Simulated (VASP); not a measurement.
# LiH in VASP: further runs, part 2 of 2

VASP 6.6.1.

### 4 Single point, HSE06 (strain -3.3%)

The input, POSCAR:

```
LiH
1.0
    2.4183534767      0.0000000000      0.0000000000
    0.0000000000      2.4183534767      0.0000000000
    0.0000000000      0.0000000000      2.4183534767
Li H
1 1
Direct
    0.0000000000      0.0000000000      0.0000000000
    0.5000000000      0.5000000000      0.5000000000
```

The input, INCAR.step1:

```
SYSTEM = LiH
ALGO = Normal
EDIFF = 1E-5
ENCUT = 520
GGA = PE
ISIF = 2
ISMEAR = 0
LASPH = .TRUE.
LREAL = .FALSE.
LWAVE = .TRUE.
NBANDS = 9
NELM = 60
PREC = Accurate
SIGMA = 0.01
```

The input, INCAR.step2:

```
SYSTEM = LiH
ALGO = Normal
EDIFF = 1E-6
ENCUT = 520
GGA = PE
HFSCREEN = 0.2079
ISIF = 2
ISMEAR = 0
ISTART = 1
LASPH = .TRUE.
LCHARG = .TRUE.
LELF = .TRUE.
LHFCALC = .TRUE.
LREAL = .FALSE.
LVHAR = .TRUE.
LWAVE = .FALSE.
NBANDS = 9
NELM = 60
PREC = Accurate
PRECFOCK = Normal
SIGMA = 0.01
```

The input, KPOINTS:

```
k-points
0
G
  8 8 8
  0 0 0
```

Potentials or basis: VASP PAW PBE potentials, release 64 (Li_sv, H).

Command:

```sh
$ cat potpaw_PBE.64/Li_sv/POTCAR potpaw_PBE.64/H/POTCAR > POTCAR
$ cp INCAR.step1 INCAR
$ mpirun -np 1 vasp_std > vasp.out
$ cp INCAR.step2 INCAR
$ mpirun -np 1 vasp_std > vasp.out
```

OUTCAR:

```text
SYSTEM = LiH
   EDIFF = 1E-6
   ENCUT = 520
   GGA = PE
   HFSCREEN = 0.2079
   ISIF = 2
   ISMEAR = 0
   ISTART = 1
   LASPH = .TRUE.
   LHFCALC = .TRUE.
   LREAL = .FALSE.
   NELM = 60
   PREC = Accurate
   PRECFOCK = Normal

 ion  position               nearest neighbor table
   1  0.000  0.000  0.000-
   2  0.500  0.500  0.500-

  LATTYP: Found a simple cubic cell.
 ALAT       =     2.4183534767

  Lattice vectors:

 A1 = (   2.4183534767,   0.0000000000,   0.0000000000)
 A2 = (   0.0000000000,   2.4183534767,   0.0000000000)
 A3 = (   0.0000000000,   0.0000000000,   2.4183534767)

Analysis of symmetry for initial positions (statically):
=====================================================================
 Subroutine PRICEL returns:
 Original cell was already a primitive cell.

 Routine SETGRP: Setting up the symmetry group for a
 simple cubic supercell.

 Subroutine GETGRP returns: Found 48 space group operations
 (whereof 48 operations were pure point group operations)
 out of a pool of 48 trial point group operations.

The static configuration has the point symmetry O_h .

Analysis of symmetry for dynamics (positions and initial velocities):
=====================================================================
 Subroutine PRICEL returns:
 Original cell was already a primitive cell.

 Routine SETGRP: Setting up the symmetry group for a
 simple cubic supercell.

 Subroutine GETGRP returns: Found 48 space group operations
 (whereof 48 operations were pure point group operations)
 out of a pool of 48 trial point group operations.

The dynamic configuration has the point symmetry O_h .

 Subroutine INISYM returns: Found 48 space group operations
 (whereof 48 operations are pure point group operations),
 and found     1 'primitive' translations

----------------------------------------------------------------------------------------

                                     Primitive cell
[... 118 lines left out ...]
   PRECFOCK=normal    Normal, Fast or Accurate (Low or Medium for compatibility)
   ENCUT4O =  -1.0   cutoff for four orbital integrals eV
   NKREDX  =     1    reduce k-point grid by
   NKREDY  =     1    reduce k-point grid by
   NKREDZ  =     1    reduce k-point grid by
   AEXX    =    0.2500 exact exchange contribution
   HFSCREEN=    0.2079 screening length (either q_TF or 0.3 A-1)
   HFSCREENC=   0.2079 screening length for correlation (either q_TF or 0.3 A-1)
   ENCUTFOCK=  -1.0 apply spherical cutoff to Coloumb kernel
   IVDW    =     0    specifies the selected vdW correction
   LEPSILON=     F    determine dielectric tensor
   LRPA    =     F    only Hartree local field effects (RPA)
 non-spin polarized calculation
 Gauss-broadening in eV      SIGMA  =   0.01
  energy-cutoff  :      520.00
  volume of cell :       14.14
 maximum number of plane-waves:       392
 NGX is ok and might be reduce to    18
  NGX = 14; NGY = 14; NGZ = 14

 number of electron       3.9999991 magnetization

 Free energy of the ion-electron system (eV)
  ---------------------------------------------------
  ext. energy  EPLUGINS =         0.00000000
  ---------------------------------------------------
  free energy    TOTEN  =        -6.28495803 eV

  energy without entropy =       -6.28495803  energy(sigma->0) =       -6.28495803

 E-fermi :   4.0479     XC(G=0):  -7.4959

 val. band max:        3.9938612741   @ k =   0.5000   0.5000   0.5000
 cond. band min:       5.4105277554   @ k =   0.5000   0.0000   0.0000
 fundamental gap:      1.4166664813
 Fermi energy:         4.0478871459

 k-point     1 :       0.0000    0.0000    0.0000
  band No.  band energies     occupation
      1     -47.7204      2.00000
      2      -6.5659      2.00000
      3      17.7151      0.00000
      4      17.7151      0.00000
      5      17.7151      0.00000
      6      19.3290      0.00000
      7      20.9107      0.00000
      8      20.9107      0.00000
      9      39.2029      0.00000
[... 265 lines left out ...]
 k-point    24 :       0.5000    0.3750    0.1250
  band No.  band energies     occupation
      1     -47.5742      2.00000
      2      -0.1913      2.00000
      3       6.3390      0.00000
      4       8.4271      0.00000
      5      14.8378      0.00000
      6      22.0999      0.00000
      7      24.9714      0.00000
      8      28.3437      0.00000
      9      28.7081      0.00000

 [... further k-points ...]
[... 5 lines left out ...]
  --------------------------------------------------------------------------------------
  -------------------------------------------------------------------------------------
  Total        0.3364485      0.3364485      0.3364485     -0.0000000      0.0000000     -0.0000000
  in kB       38.1127072     38.1127072     38.1127072     -0.0000000      0.0000000     -0.0000000
  external PRESSURE =      38.1127072 kB  Pullay stress =       0.0000000 kB

 VOLUME and BASIS-vectors are now :
 -----------------------------------------------------------------------------
  energy-cutoff  :      520.00
  volume of cell :       14.14
      direct lattice vectors                 reciprocal lattice vectors
     2.418353477  0.000000000  0.000000000     0.413504481  0.000000000  0.000000000
     0.000000000  2.418353477  0.000000000     0.000000000  0.413504481  0.000000000
     0.000000000  0.000000000  2.418353477     0.000000000  0.000000000  0.413504481

 POSITION                                       TOTAL-FORCE (eV/Angst)
 -----------------------------------------------------------------------------------
      0.00000      0.00000      0.00000         0.000000      0.000000      0.000000
      1.20918      1.20918      1.20918         0.000000      0.000000      0.000000
 -----------------------------------------------------------------------------------
    total drift:                                0.000000      0.000000      0.000000

  FREE ENERGIE OF THE ION-ELECTRON SYSTEM (eV)
  ---------------------------------------------------
  free  energy   TOTEN  =        -6.2849580303 eV

  energy  without entropy=       -6.2849580303  energy(sigma->0) =       -6.28495803
```

OUTCAR.step1:

```text
SYSTEM = LiH
   EDIFF = 1E-5
   ENCUT = 520
   GGA = PE
   ISIF = 2
   ISMEAR = 0
[... 511 lines left out ...]
      0.00000      0.00000      0.00000         0.000000      0.000000      0.000000
      1.20918      1.20918      1.20918         0.000000      0.000000      0.000000
 -----------------------------------------------------------------------------------
    total drift:                                0.000000     -0.000000      0.000000

  FREE ENERGIE OF THE ION-ELECTRON SYSTEM (eV)
  ---------------------------------------------------
  free  energy   TOTEN  =        -5.6364626365 eV

  energy  without entropy=       -5.6364626365  energy(sigma->0) =       -5.63646264
```

OSZICAR.step1:

```text
N       E                     dE             d eps       ncg     rms          rms(c)
DAV:   1    -0.111963587911E+01   -0.11196E+01   -0.13144E+03   646   0.400E+02
DAV:   2    -0.581514110415E+01   -0.46955E+01   -0.45801E+01   878   0.544E+01
DAV:   3    -0.591109410732E+01   -0.95953E-01   -0.95870E-01   724   0.543E+00
DAV:   4    -0.591210688993E+01   -0.10128E-02   -0.10124E-02   796   0.418E-01
DAV:   5    -0.591211470298E+01   -0.78130E-05   -0.78130E-05   742   0.262E-02    0.288E+00
DAV:   6    -0.571003484399E+01    0.20208E+00   -0.15620E-01   724   0.123E+00    0.145E+00
DAV:   7    -0.563541823503E+01    0.74617E-01   -0.21313E-01   748   0.157E+00    0.225E-01
DAV:   8    -0.563652876604E+01   -0.11105E-02   -0.41042E-03   746   0.431E-01    0.508E-02
DAV:   9    -0.563646247519E+01    0.66291E-04   -0.24856E-04   838   0.570E-02    0.474E-03
DAV:  10    -0.563646263648E+01   -0.16129E-06   -0.59358E-06   528   0.182E-02
   1 F= -.56364626E+01 E0= -.56364626E+01  d E =0.000000E+00
```

It took 93 s on 1 thread of Intel Xeon Platinum 8488C (Sapphire Rapids), shared host; peak memory 0.22 GiB.

Results:

- Free energy: -6.2850 eV
- Band gap on the k mesh: 1.42 eV, indirect (least direct gap 5.37 eV)

Caveat: the cell differs from its parent crystal (strain -3.3%); the cutoff is under 1.25 times the usual one of these potentials, so pressure, stress and relaxed cells hold a basis-set (Pulay) error; the PAW data sets were made with another functional, which shifts forces and pressure a little.

### 5 Single point, HSE06 (uniaxial z strain -1.2%)

The input, POSCAR:

```
LiH
1.0
    2.5016587118      0.0000000000      0.0000000000
    0.0000000000      2.5016587118      0.0000000000
    0.0000000000      0.0000000000      2.4716388072
Li H
1 1
Direct
    0.0000000000      0.0000000000      0.0000000000
    0.5000000000      0.5000000000      0.5000000000
```

The input, INCAR.step1:

```
PREC     = Accurate       # precision mode
ENCUT    = 520            # plane-wave cutoff, eV
EDIFF    = 1E-5           # SCF threshold, eV
ISMEAR   = 0              # smearing method
SIGMA    = 0.01           # smearing width, eV
LREAL    = False          # projectors in reciprocal space
LASPH    = True           # aspherical terms in the spheres
NELM     = 80             # most SCF steps
ALGO     = Normal         # electronic algorithm
ISIF     = 2              # what is computed and relaxed
LWAVE    = True           # write WAVECAR
NBANDS   = 9              # bands
GGA      = PE             # functional
```

The input, INCAR.step2:

```
PREC     = Accurate       # precision mode
ENCUT    = 520            # plane-wave cutoff, eV
EDIFF    = 1E-6           # SCF threshold, eV
ISMEAR   = 0              # smearing method
SIGMA    = 0.01           # smearing width, eV
LREAL    = False          # projectors in reciprocal space
LASPH    = True           # aspherical terms in the spheres
NELM     = 80             # most SCF steps
ALGO     = Normal         # electronic algorithm
ISIF     = 2              # what is computed and relaxed
LWAVE    = False          # write WAVECAR
LCHARG   = True           # write CHGCAR
GGA      = PE             # functional
LHFCALC  = True           # exact exchange
HFSCREEN = 0.2079         # screening, 1/A
PRECFOCK = Normal       
LELF     = True           # ELF
LVHAR    = True         
NBANDS   = 9              # bands
ISTART   = 1
```

The input, KPOINTS:

```
Automatic mesh
0
Gamma
  8 8 8
```

Command:

```sh
$ cat potpaw_PBE.64/Li_sv/POTCAR potpaw_PBE.64/H/POTCAR > POTCAR
$ cp INCAR.step1 INCAR
$ mpirun -np 1 vasp_std > vasp.out
$ cp INCAR.step2 INCAR
$ mpirun -np 1 vasp_std > vasp.out
```

It took 3.3 min on 1 thread of Intel Xeon Platinum 8488C (Sapphire Rapids), shared host; peak memory 0.23 GiB.

It converged, with:

```yaml
Free_energy: -6.3006 eV
Band_gap_on_the_k_mesh: 1.38 eV, indirect (least direct gap 5.23 eV)
```

Levels at points of the mesh, in eV from the valence-band top:
| k point | band 1 | band 2 | band 3 | band 4 | band 5 |
| --- | --- | --- | --- | --- | --- |
| (0.00, 0.00, 0.00) | -51.49 | -9.89 | 13.03 | 13.03 | 13.55 |
| (0.50, 0.00, 0.00) | -51.43 | -7.36 | 1.38 | 12.97 | 17.39 |
| (0.50, 0.50, 0.00) | -51.39 | -3.07 | 2.21 | 2.21 | 10.20 |
| (0.00, 0.00, 0.50) | -51.43 | -7.25 | 1.52 | 12.78 | 17.54 |
| (0.50, 0.00, 0.50) | -51.38 | -2.95 | 2.28 | 2.37 | 10.31 |
| (0.50, 0.50, 0.50) | -51.34 | 0.00 | 7.39 | 7.52 | 7.52 |

Caveat: the cell differs from its parent crystal (uniaxial z strain -1.2%); the cutoff is under 1.25 times the usual one of these potentials, so pressure, stress and relaxed cells hold a basis-set (Pulay) error; the PAW data sets were made with another functional, which shifts forces and pressure a little. A k mesh can miss the band edges.

### 6 Overview

| level | cell | k mesh | grid for exact exchange (PRECFOCK) | screening parameter | gap on the mesh (eV) |
| --- | --- | --- | --- | --- | --- |
| r2SCAN | a = 2.502, b = 2.502, c = 2.472 Å, 2 atoms | 10 × 10 × 10 | - | - | 1.26 |
| r2SCAN | a = 2.547, b = 2.547, c = 2.521 Å, 2 atoms | 10 × 10 × 10 | - | - | 1.26 |
| HSE06 | a = 2.418 Å, 2 atoms | 8 × 8 × 8 | Normal | 0.2079 1/Å | 1.42 |
| HSE06 | a = 2.502, b = 2.502, c = 2.472 Å, 2 atoms | 8 × 8 × 8 | Normal | 0.2079 1/Å | 1.38 |

Alike in all rows: task single point; potentials or basis VASP PAW PBE potentials, release 64 (Li_sv, H); no spin polarisation; cutoff (eV) 520; smearing gaussian 0.01 eV.

Caveats: the cutoff is under 1.25 times the usual one of these potentials, so pressure, stress and relaxed cells hold a basis-set (Pulay) error; the PAW data sets were made with another functional, which shifts forces and pressure a little.

Total energies depend on the potentials used, so only differences within one code and one set of settings carry meaning.
